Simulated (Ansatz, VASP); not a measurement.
## BiOs: VASP beside Ansatz

```xyz
2
Lattice="0.0000 2.7712 2.7712 2.7712 0.0000 2.7712 2.7712 2.7712 0.0000" Properties=species:S:1:pos:R:3 pbc="T T T"
Os    2.7712    2.7712    2.7712
Bi    0.0000    0.0000    0.0000
```

Alike in both runs: task single point; functional r2SCAN; k mesh 15 × 15 × 15; occupations gaussian, width 0.05 eV; no spin polarisation.

|  | VASP | Ansatz |
| --- | --- | --- |
| version | VASP 6.6.1 | Ansatz 0.2.0 |
| potentials or method | VASP PAW PBE potentials, release 64 (Os, Bi_d), cutoff 520 eV | scalar-relativistic, plane waves, PAW |
| valence electrons in the cell | 23 | 31 |

Ansatz gave:

| Property | Result |
| --- | --- |
| pressure (GPa) | 0.1 |

**Question.** What did VASP give for the same quantities?

**Answer.** Pressure (GPa): 0.7.

VASP's potentials were made for PBE, not for r2SCAN. The functional is the same, so the differences come from potentials, cutoffs and numerics. VASP's potentials hold 23 valence electrons a cell and Ansatz's 31, so a difference there can come from the potentials and not from the codes.

Spin-orbit coupling is off throughout.
